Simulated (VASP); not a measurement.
# MnNi3 (Pm-3m) in VASP: electric field gradients with LDA

Aim: the electric field gradients of MnNi3 with LDA.

Everything below comes from runs of VASP 6.6.1. Logs are shortened: lines on timing, memory, paths and dates and some standing lists are left out, and cuts for length are marked.

### 1 The cell of the first run

It takes space group Pm-3m (No. 221, cubic). The conventional cell has a = 3.593 Å, b = 3.593 Å, c = 3.593 Å, α = 90.00°, β = 90.00°, γ = 90.00°. Mn (site symmetry m-3m) has 12 Ni at 2.54 Å within 3.4 Å. Ni (site symmetry 4/mmm) has 4 Mn at 2.54 Å and 8 Ni at 2.54 Å within 3.4 Å.

### 2 Electric field gradients, LDA, collinear spin, ferromagnetic start

INCAR

```
  ALGO = Normal
  EDIFF = 1E-8
  ENCUT = 520
  GGA_COMPAT = F
  ISIF = 2
  ISMEAR = 0
  ISPIN = 2
  LASPH = T
  LCHARG = F
  LEFG = T
  LMAXMIX = 4
  LORBIT = 11
  LREAL = F
  LWAVE = F
  MAGMOM = 2.98 0.51 0.51 0.51
  NBANDS = 34
  NELM = 200
  PREC = Accurate
  SIGMA = 0.05
```

KPOINTS

```
k-points
0
Gamma
  12 12 12
```

POSCAR

```
MnNi3
1.0
    3.5930000000      0.0000000000      0.0000000000
    0.0000000000      3.5930000000      0.0000000000
    0.0000000000      0.0000000000      3.5930000000
Mn Ni
1 3
Direct
    0.0000000000      0.0000000000      0.0000000000
    0.0000000000      0.5000000000      0.5000000000
    0.5000000000      0.0000000000      0.5000000000
    0.5000000000      0.5000000000      0.0000000000
```

Potentials or basis: VASP PAW LDA potentials, release 64 (Mn_pv, Ni).

The run is started by

```console
> cat potpaw_LDA.64/Mn_pv/POTCAR potpaw_LDA.64/Ni/POTCAR > POTCAR
> mpirun -np 1 vasp_std > vasp.out
```

OUTCAR:

```text
EDIFF = 1E-8
   ENCUT = 520
   ISIF = 2
   ISMEAR = 0
   ISPIN = 2
   LASPH = T
   LORBIT = 11
   LREAL = F
   NELM = 200
   PREC = Accurate

 ion  position               nearest neighbor table
   1  0.000  0.000  0.000-   2 2.54   3 2.54   4 2.54   2 2.54   3 2.54   2 2.54   4 2.54   2 2.54
                             3 2.54   4 2.54   3 2.54   4 2.54
   2  0.000  0.500  0.500-   1 2.54   3 2.54   4 2.54   1 2.54   4 2.54   1 2.54   3 2.54   1 2.54
                             3 2.54   4 2.54   4 2.54   3 2.54
   3  0.500  0.000  0.500-   1 2.54   2 2.54   4 2.54   1 2.54   4 2.54   2 2.54   4 2.54   4 2.54
                             1 2.54   2 2.54   1 2.54   2 2.54
   4  0.500  0.500  0.000-   1 2.54   2 2.54   3 2.54   2 2.54   3 2.54   1 2.54   3 2.54   3 2.54
                             1 2.54   2 2.54   2 2.54   1 2.54

  LATTYP: Found a simple cubic cell.
 ALAT       =     3.5930000000

  Lattice vectors:

 A1 = (   3.5930000000,   0.0000000000,   0.0000000000)
 A2 = (   0.0000000000,   3.5930000000,   0.0000000000)
 A3 = (   0.0000000000,   0.0000000000,   3.5930000000)

Analysis of symmetry for initial positions (statically):
=====================================================================
 Subroutine PRICEL returns:
 Original cell was already a primitive cell.

 Routine SETGRP: Setting up the symmetry group for a
 simple cubic supercell.

 Subroutine GETGRP returns: Found 48 space group operations
 (whereof 48 operations were pure point group operations)
 out of a pool of 48 trial point group operations.

The static configuration has the point symmetry O_h .

Analysis of symmetry for dynamics (positions and initial velocities):
=====================================================================
 Subroutine PRICEL returns:
 Original cell was already a primitive cell.

 Routine SETGRP: Setting up the symmetry group for a
 simple cubic supercell.

 Subroutine GETGRP returns: Found 48 space group operations
 (whereof 48 operations were pure point group operations)
 out of a pool of 48 trial point group operations.

The dynamic configuration has the point symmetry O_h .

Analysis of structural, dynamic, and magnetic symmetry:
=====================================================================
 Subroutine PRICEL returns:
 Original cell was already a primitive cell.

 Routine SETGRP: Setting up the symmetry group for a
 simple cubic supercell.

 Subroutine GETGRP returns: Found 48 space group operations
 (whereof 48 operations were pure point group operations)
 out of a pool of 48 trial point group operations.

The overall configuration has the point symmetry O_h .

 Subroutine INISYM returns: Found 48 space group operations
 (whereof 48 operations are pure point group operations),
 and found     1 'primitive' translations

----------------------------------------------------------------------------------------

                                     Primitive cell

  volume of cell :      46.3844

  direct lattice vectors                    reciprocal lattice vectors
     3.593000000  0.000000000  0.000000000     0.278318954  0.000000000  0.000000000
     0.000000000  3.593000000  0.000000000     0.000000000  0.278318954  0.000000000
     0.000000000  0.000000000  3.593000000     0.000000000  0.000000000  0.278318954

  length of vectors
     3.593000000  3.593000000  3.593000000     0.278318954  0.278318954  0.278318954

  position of ions in fractional coordinates (direct lattice)
     0.000000000  0.000000000  0.000000000
     0.000000000  0.500000000  0.500000000
     0.500000000  0.000000000  0.500000000
     0.500000000  0.500000000  0.000000000

  ion indices of the primitive-cell ions
   primitive index   ion index
                 1           1
                 2           2
                 3           3
                 4           4

----------------------------------------------------------------------------------------
[... 87 lines left out ...]
   IALGO  =     38    algorithm
   IMIX   =      4    mixing-type and parameters
     AMIX     =   0.40;   BMIX     =  1.00
     AMIX_MAG =   1.60;   BMIX_MAG =  1.00
  volume/ion in A,a.u.               =      11.60        78.25
  Fermi-wavevector in a.u.,A,eV,Ry     =   1.596273  3.016518 34.668824  2.548087
  Thomas-Fermi vector in A             =   2.694061
   LORBIT       =     11    0 simple, 1 ext, 2 COOP (PROOUT), +10 PAW based schemes
   GGA     = CA    functional components
   LHFCALC =     F    Hartree Fock is set to
   AEXX    =    0.0000 exact exchange contribution
   IVDW    =     0    specifies the selected vdW correction
   LEPSILON=     F    determine dielectric tensor
   LRPA    =     F    only Hartree local field effects (RPA)
 spin polarized calculation
 Gauss-broadening in eV      SIGMA  =   0.05
  energy-cutoff  :      520.00
  volume of cell :       46.38
 maximum number of plane-waves:      1269
 NGX is ok and might be reduce to    28
   NGX = 13   NGY = 13   NGZ = 13

 number of electron      43.0000048 magnetization       4.6381322

 Free energy of the ion-electron system (eV)
  ---------------------------------------------------
  ext. energy  EPLUGINS =         0.00000000
  ---------------------------------------------------
  free energy    TOTEN  =       -29.59403035 eV

  energy without entropy =      -29.58878300  energy(sigma->0) =      -29.59140668

 E-fermi :   8.4605     XC(G=0): -13.3911

 val. band max:        8.4600913236   @ k =   0.2500   0.1667   0.0833
 cond. band min:       8.4609899488   @ k =   0.4167   0.4167   0.2500
 fundamental gap:      0.0008986252
 Fermi energy:         8.4605119754

 spin component 1

 k-point     1 :       0.0000    0.0000    0.0000
  band No.  band energies     occupation
      1     -40.2389      1.00000
      2     -40.2389      1.00000
      3     -40.2389      1.00000
      4      -0.0638      1.00000
      5       3.8763      1.00000
      6       3.8763      1.00000
[... 853 lines left out ...]
     32      21.1502      0.00000
     33      22.1156      0.00000

 [... further k-points ...]

 spin component 2

 k-point     1 :       0.0000    0.0000    0.0000
  band No.  band energies     occupation
      1     -37.1872      1.00000
      2     -37.1872      1.00000
      3     -37.1872      1.00000
      4       0.1419      1.00000
      5       4.6858      1.00000
      6       4.6858      1.00000
[... 853 lines left out ...]
     32      21.6267      0.00000
     33      22.5625      0.00000

 [... further k-points ...]

 [bands above 33 left out]

------------------------ aborting loop because EDIFF is reached ----------------------------------------

  FORCE on cell =-STRESS in cart. coord.  units (eV):
  Direction    XX          YY          ZZ          XY          YZ          ZX
  --------------------------------------------------------------------------------------
  -------------------------------------------------------------------------------------
  Total       -5.8976350     -5.8976350     -5.8976350     -0.0000000      0.0000000     -0.0000000
  in kB     -203.7120985   -203.7120985   -203.7120985     -0.0000000      0.0000000     -0.0000000
  external PRESSURE =    -203.7120985 kB  Pullay stress =       0.0000000 kB

 VOLUME and BASIS-vectors are now :
 -----------------------------------------------------------------------------
  energy-cutoff  :      520.00
  volume of cell :       46.38
      direct lattice vectors                 reciprocal lattice vectors
     3.593000000  0.000000000  0.000000000     0.278318954  0.000000000  0.000000000
     0.000000000  3.593000000  0.000000000     0.000000000  0.278318954  0.000000000
     0.000000000  0.000000000  3.593000000     0.000000000  0.000000000  0.278318954

 POSITION                                       TOTAL-FORCE (eV/Angst)
 -----------------------------------------------------------------------------------
      0.00000      0.00000      0.00000         0.000000      0.000000      0.000000
      0.00000      1.79650      1.79650         0.000000      0.000000      0.000000
      1.79650      0.00000      1.79650         0.000000      0.000000      0.000000
      1.79650      1.79650      0.00000         0.000000      0.000000      0.000000
 -----------------------------------------------------------------------------------
    total drift:                                0.000000      0.000000      0.000000

  FREE ENERGIE OF THE ION-ELECTRON SYSTEM (eV)
  ---------------------------------------------------
  free  energy   TOTEN  =       -29.5940303511 eV

  energy  without entropy=      -29.5887830050  energy(sigma->0) =      -29.59140668

 Electric field gradients (V/A^2)
---------------------------------------------------------------------
 ion       V_xx      V_yy      V_zz      V_xy      V_xz      V_yz
---------------------------------------------------------------------
   1       0.000     0.000     0.000    -0.000    -0.000     0.000
   2      -0.829     0.414     0.414     0.000    -0.000     0.000
   3       0.414    -0.829     0.414     0.000    -0.000     0.000
   4       0.414     0.414    -0.829     0.000    -0.000     0.000
---------------------------------------------------------------------

 Electric field gradients after diagonalization (V/A^2)
 (convention: |V_zz| > |V_xx| > |V_yy|)
----------------------------------------------------------------------
 ion       V_xx      V_yy      V_zz     asymmetry (V_yy - V_xx)/ V_zz
----------------------------------------------------------------------
   1       0.000     0.000     0.000      -0.089
   2       0.414     0.414    -0.829       0.000
   3       0.414     0.414    -0.829       0.000
   4       0.414     0.414    -0.829       0.000
----------------------------------------------------------------------

           NMR quadrupolar parameters

 Cq : quadrupolar parameter    Cq=e*Q*V_zz/h
 eta: asymmetry parameters     (V_yy - V_xx)/ V_zz
 Q  : nuclear electric quadrupole moment in mb (millibarn)
----------------------------------------------------------------------
 ion       Cq(MHz)       eta       Q (mb)
----------------------------------------------------------------------
   1       0.000      -0.089       1.000
   2      -0.002       0.000       1.000
   3      -0.002       0.000       1.000
   4      -0.002       0.000       1.000
----------------------------------------------------------------------

 total charge

# of ion       s       p       d       tot
------------------------------------------
    1        0.355   6.280   5.020  11.655
    2        0.497   0.479   8.324   9.300
    3        0.497   0.479   8.324   9.300
    4        0.497   0.479   8.324   9.300
--------------------------------------------------
tot          1.846   7.716  29.993  39.555

 magnetization (x)

# of ion       s       p       d       tot
------------------------------------------
    1        0.010   0.013   3.068   3.091
    2       -0.016  -0.021   0.532   0.495
    3       -0.016  -0.021   0.532   0.495
    4       -0.016  -0.021   0.532   0.495
--------------------------------------------------
tot         -0.036  -0.050   4.664   4.578
```

It took 7 min on 1 thread of Intel Xeon 8259CL, shared host; peak memory 0.29 GiB.

What came out:

```yaml
Free_energy: -29.5940 eV
Pressure: -20.4 GPa
Net_moment: 4.64 μB per cell
Site_moments: Mn +3.09; Ni +0.49 μB
Largest_electric_field_gradient_by_atom: Mn +0.0; Ni -0.8 V/Å²
Valence_electrons_inside_the_program's_atomic_spheres: Mn 11.65; Ni 9.30
```

Electric field gradients, principal values (V/Å²):
```csv
atom,least,middle,greatest (by size)
1 Mn,0.000,0.000,0.000
2 Ni,0.414,0.414,-0.829
3 Ni,0.414,0.414,-0.829
4 Ni,0.414,0.414,-0.829
```

Caveat: the cell stands under tension; without QUAD_EFG the Cq values of the log hold for a quadrupole moment of 1 mb, not for the nuclei.
